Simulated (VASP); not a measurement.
# MnSi15 (F-43m) in VASP: single point with PBEsol+U

Aim: the single point of MnSi15 with PBEsol+U.

Everything below comes from runs of VASP 6.6.1. Logs are shortened: lines on timing, memory, paths and dates and some standing lists are left out, and cuts for length are marked.

## (1) The cell of the first run

The structure is cubic, space group F-43m (No. 216). Conventional cell: a = 10.874 Å, b = 10.874 Å, c = 10.874 Å, α = 90.00°, β = 90.00°, γ = 90.00°. Mn (site symmetry -43m) has 4 Si at 2.43 Å within 3.2 Å. Within 3.1 Å of Si (site symmetry 2mm) lie 4 Si at 2.33 to 2.35 Å. Within 3.1 Å of Si (site symmetry -43m) lie 4 Si at 2.35 Å. Within 3.1 Å of Si (site symmetry 3m) lie 3 Si at 2.33 Å and 1 Mn at 2.43 Å. Within 3.1 Å of Si (site symmetry 3m) lie 4 Si at 2.35 Å.

## (2) Single point, PBEsol+U, collinear spin, ferromagnetic start

The input, INCAR:

```
SYSTEM = MnSi15
PREC = Accurate
ENCUT = 500
EDIFF = 1E-6
ISMEAR = 0
SIGMA = 0.05
LREAL = .FALSE.
LASPH = .TRUE.
NELM = 200
ALGO = Normal
ISIF = 2
LWAVE = .FALSE.
LCHARG = .FALSE.
ISPIN = 2
MAGMOM = 3 0 0 0 0 0 0 0 0 0 0 0 0 0 0 0
LORBIT = 11
LMAXMIX = 4
LDAU = .TRUE.
LDAUTYPE = 2
LDAUL = 2 -1
LDAUU = 3.5 0
LDAUJ = 0 0
LDAUPRINT = 1
GGA = PS
NBANDS = 54
GGA_COMPAT = .FALSE.
```

The input, KPOINTS:

```
regular mesh
0
G
  3 3 3
  0 0 0
```

The input, POSCAR:

```
MnSi15
1.0
    0.0000000000      5.4370000000      5.4370000000
    5.4370000000      0.0000000000      5.4370000000
    5.4370000000      5.4370000000      0.0000000000
Mn Si
1 15
Direct
    0.0000000000      1.0000000000      1.0000000000
    0.9996156210      0.9996156210      0.5003843790
    0.9996156210      0.5003843790      0.9996156210
    0.9996156210      0.5003843790      0.5003843790
    0.5003843790      0.9996156210      0.9996156210
    0.5003843790      0.9996156210      0.5003843790
    0.5003843790      0.5003843790      0.9996156210
    0.5000000000      0.5000000000      0.5000000000
    0.1288894793      0.1288894793      0.1288894793
    0.1288894793      0.1288894793      0.6133315620
    0.1288894793      0.6133315620      0.1288894793
    0.1256551594      0.6247816135      0.6247816135
    0.6133315620      0.1288894793      0.1288894793
    0.6247816135      0.1256551594      0.6247816135
    0.6247816135      0.6247816135      0.1256551594
    0.6247816135      0.6247816135      0.6247816135
```

Potentials or basis: VASP PAW PBE potentials, release 64 (Mn_pv, Si).

Command:

```console
$ cat potpaw_PBE.64/Mn_pv/POTCAR potpaw_PBE.64/Si/POTCAR > POTCAR
$ mpirun -np 1 vasp_std > vasp.out
```

OUTCAR:

```text
SYSTEM = MnSi15
   PREC = Accurate
   ENCUT = 500
   EDIFF = 1E-6
   ISMEAR = 0
   LREAL = .FALSE.
   LASPH = .TRUE.
   NELM = 200
   ISIF = 2
   ISPIN = 2
   LORBIT = 11
   GGA = PS

 ion  position               nearest neighbor table
   1  0.000  0.000  0.000-   9 2.43  10 2.43  11 2.43  13 2.43
   2  1.000  1.000  0.500-  10 2.33   9 2.33  12 2.35  14 2.35
   3  1.000  0.500  1.000-  11 2.33   9 2.33  12 2.35  15 2.35
   4  1.000  0.500  0.500-  10 2.33  11 2.33  12 2.35  16 2.35
   5  0.500  1.000  1.000-  13 2.33   9 2.33  14 2.35  15 2.35
   6  0.500  1.000  0.500-  10 2.33  13 2.33  14 2.35  16 2.35
[... 8 lines left out ...]
  15  0.625  0.625  0.126-   8 2.35   7 2.35   3 2.35   5 2.35
  16  0.625  0.625  0.625-   8 2.35   6 2.35   7 2.35   4 2.35

  LATTYP: Found a face centered cubic cell.
 ALAT       =    10.8740000000

  Lattice vectors:

 A1 = (   0.0000000000,   5.4370000000,   5.4370000000)
 A2 = (   5.4370000000,   0.0000000000,   5.4370000000)
 A3 = (   5.4370000000,   5.4370000000,   0.0000000000)

Analysis of symmetry for initial positions (statically):
=====================================================================
 Subroutine PRICEL returns:
 Original cell was already a primitive cell.

 Routine SETGRP: Setting up the symmetry group for a
 face centered cubic supercell.

 Subroutine GETGRP returns: Found 24 space group operations
 (whereof 24 operations were pure point group operations)
 out of a pool of 48 trial point group operations.

The static configuration has the point symmetry T_d .

Analysis of symmetry for dynamics (positions and initial velocities):
=====================================================================
 Subroutine PRICEL returns:
 Original cell was already a primitive cell.

 Routine SETGRP: Setting up the symmetry group for a
 face centered cubic supercell.

 Subroutine GETGRP returns: Found 24 space group operations
 (whereof 24 operations were pure point group operations)
 out of a pool of 48 trial point group operations.

The dynamic configuration has the point symmetry T_d .

Analysis of structural, dynamic, and magnetic symmetry:
=====================================================================
 Subroutine PRICEL returns:
 Original cell was already a primitive cell.

 Routine SETGRP: Setting up the symmetry group for a
 face centered cubic supercell.

 Subroutine GETGRP returns: Found 24 space group operations
 (whereof 24 operations were pure point group operations)
 out of a pool of 48 trial point group operations.

The overall configuration has the point symmetry T_d .

[... 186 lines left out ...]
  free energy    TOTEN  =       -91.34609697 eV

  energy without entropy =      -91.33376901  energy(sigma->0) =      -91.33993299

 E-fermi :   5.5001     XC(G=0):  -9.6010

 val. band max:        5.4927824872   @ k =   0.0000   0.0000   0.0000
 cond. band min:       5.5107257210   @ k =  -0.3333   0.3333   0.0000
 fundamental gap:      0.0179432338
 Fermi energy:         5.5001494569

 spin component 1

 k-point     1 :       0.0000    0.0000    0.0000
  band No.  band energies     occupation
      1     -44.3699      1.00000
      2     -44.3699      1.00000
      3     -44.3699      1.00000
      4      -6.2068      1.00000
      5      -4.0041      1.00000
      6      -4.0041      1.00000
[... 193 lines left out ...]
     47       9.0586      0.00000
     48       9.1033      0.00000
 Fermi energy:         5.5001494569

 spin component 2

 k-point     1 :       0.0000    0.0000    0.0000
  band No.  band energies     occupation
      1     -40.1854      1.00000
      2     -40.1854      1.00000
      3     -40.1853      1.00000
      4      -6.2132      1.00000
      5      -4.0091      1.00000
      6      -4.0091      1.00000
[... 193 lines left out ...]
     47       9.0915      0.00000
     48       9.1685      0.00000
 [bands above 48 left out]

------------------------ aborting loop because EDIFF is reached ----------------------------------------

  FORCE on cell =-STRESS in cart. coord.  units (eV):
  Direction    XX          YY          ZZ          XY          YZ          ZX
  --------------------------------------------------------------------------------------
  -------------------------------------------------------------------------------------
  Total        2.9358140      2.9358140      2.9358140      0.0000000     -0.0000000      0.0000000
  in kB       14.6329240     14.6329240     14.6329240      0.0000000     -0.0000000      0.0000000
  external PRESSURE =      14.6329240 kB  Pullay stress =       0.0000000 kB

 VOLUME and BASIS-vectors are now :
 -----------------------------------------------------------------------------
  energy-cutoff  :      500.00
  volume of cell :      321.45
      direct lattice vectors                 reciprocal lattice vectors
     0.000000000  5.437000000  5.437000000    -0.091962479  0.091962479  0.091962479
     5.437000000  0.000000000  5.437000000     0.091962479 -0.091962479  0.091962479
     5.437000000  5.437000000  0.000000000     0.091962479  0.091962479 -0.091962479

 POSITION                                       TOTAL-FORCE (eV/Angst)
 -----------------------------------------------------------------------------------
      0.00000      0.00000      0.00000        -0.000000     -0.000000     -0.000000
      8.15550      8.15550     10.86982        -0.000000     -0.000000     -0.015404
      8.15550     10.86982      8.15550        -0.000000     -0.015404     -0.000000
      5.44118      8.15550      8.15550         0.015404     -0.000000     -0.000000
     10.86982      8.15550      8.15550        -0.015404     -0.000000     -0.000000
      8.15550      5.44118      8.15550        -0.000000      0.015404     -0.000000
[... 8 lines left out ...]
      4.08012      4.08012      6.79388        -0.002761     -0.002761      0.002761
      6.79388      6.79388      6.79388         0.002761      0.002761      0.002761
 -----------------------------------------------------------------------------------
    total drift:                                0.000000      0.000000     -0.000000

  FREE ENERGIE OF THE ION-ELECTRON SYSTEM (eV)
  ---------------------------------------------------
  free  energy   TOTEN  =       -91.3460969734 eV

  energy  without entropy=      -91.3337690086  energy(sigma->0) =      -91.33993299

 total charge

# of ion       s       p       d       tot
------------------------------------------
    1        0.389   6.254   4.924  11.566
    2        0.755   0.933   0.000   1.688
    3        0.755   0.933   0.000   1.688
    4        0.755   0.933   0.000   1.688
    5        0.755   0.933   0.000   1.688
    6        0.755   0.933   0.000   1.688
[... 8 lines left out ...]
   15        0.753   0.935   0.000   1.688
   16        0.753   0.935   0.000   1.688
--------------------------------------------------
tot         11.787  20.256   4.924  36.967

 magnetization (x)

# of ion       s       p       d       tot
------------------------------------------
    1        0.041   0.016   3.946   4.003
    2        0.003   0.001   0.000   0.004
    3        0.003   0.001   0.000   0.004
    4        0.003   0.001   0.000   0.004
    5        0.003   0.001   0.000   0.004
    6        0.003   0.001   0.000   0.004
[... 8 lines left out ...]
   15       -0.000   0.000   0.000   0.000
   16       -0.000   0.000   0.000   0.000
--------------------------------------------------
tot          0.027  -0.240   3.946   3.733
```

OSZICAR:

```text
N       E                     dE             d eps       ncg     rms          rms(c)
DAV:   1     0.248451116928E+03    0.24845E+03   -0.29525E+04   936   0.111E+03
[... 11 lines left out ...]
DAV:  13    -0.913456700807E+02    0.10618E-02   -0.39038E-03  1138   0.340E-01    0.291E-01
DAV:  14    -0.913459967983E+02   -0.32672E-03   -0.21375E-03  1090   0.269E-01    0.789E-02
DAV:  15    -0.913460821588E+02   -0.85360E-04   -0.45668E-04  1020   0.797E-02    0.562E-02
DAV:  16    -0.913460902433E+02   -0.80844E-05   -0.47682E-05  1096   0.388E-02    0.375E-02
DAV:  17    -0.913460952534E+02   -0.50102E-05   -0.46349E-06   916   0.103E-02    0.204E-02
DAV:  18    -0.913460966476E+02   -0.13942E-05   -0.49073E-06   900   0.104E-02    0.738E-03
DAV:  19    -0.913460969734E+02   -0.32572E-06   -0.43144E-07   646   0.341E-03
   1 F= -.91346097E+02 E0= -.91339933E+02  d E =-.123280E-01  mag=     3.8147
```

stdout:

```text
POSCAR found type information on POSCAR MnSi
 POSCAR found :  2 types and      16 ions
 scaLAPACK will be used
 -----------------------------------------------------------------------------
|                                                                             |
|                                                                             |
|     You enforced a specific xc type in the INCAR file but a different       |
|     I HOPE YOU KNOW WHAT YOU ARE DOING!                                     |
|                                                                             |
 -----------------------------------------------------------------------------

 LDA part: xc-table for (Slater+PW92), standard interpolation
 POSCAR, INCAR and KPOINTS ok, starting setup
 FFT: planning ... GRIDC
 FFT: planning ... GRID_SOFT
 FFT: planning ... GRID
 WAVECAR not read
 entering main loop
```

Wall time 5.3 min (1 thread of Intel Xeon 8259CL, shared host); peak memory 0.57 GiB.

What came out:

| Item | Value |
| --- | --- |
| Free energy | -91.3461 eV |
| Pressure | 1.5 GPa |
| Largest force | 0.015 eV/Å |
| Net moment | 3.81 μB per cell |
| Site moments | Mn +4.00; Si +0.00, -0.07 (each value once) μB |
| Valence electrons inside the program's atomic spheres | Mn 11.57; Si 1.69, 1.71 (each value once) |

Forces in eV/Å, atoms in the order of the input:
```
Mn   0.000  0.000  0.000
Si   0.000  0.000 -0.015
Si   0.000 -0.015  0.000
Si   0.015  0.000  0.000
Si  -0.015  0.000  0.000
Si   0.000  0.015  0.000
Si   0.000  0.000  0.015
Si   0.000  0.000  0.000
Si  -0.008 -0.008 -0.008
Si   0.008  0.008 -0.008
Si   0.008 -0.008  0.008
Si   0.003 -0.003 -0.003
Si  -0.008  0.008  0.008
Si  -0.003  0.003 -0.003
Si  -0.003 -0.003  0.003
Si   0.003  0.003  0.003
```

Eigenvalues of the final occupation matrices:
```
    site  spin  trace               eigenvalues
site 1 d     1   4.45  0.88 0.88 0.88 0.91 0.91
site 1 d     2   0.50  0.02 0.02 0.15 0.15 0.15
```

Caveat: the PAW data sets were made with another functional, which shifts forces and pressure a little; the U is typed as a test and isn't derived for this compound. The state reached can hang on the start; a lower one may exist.
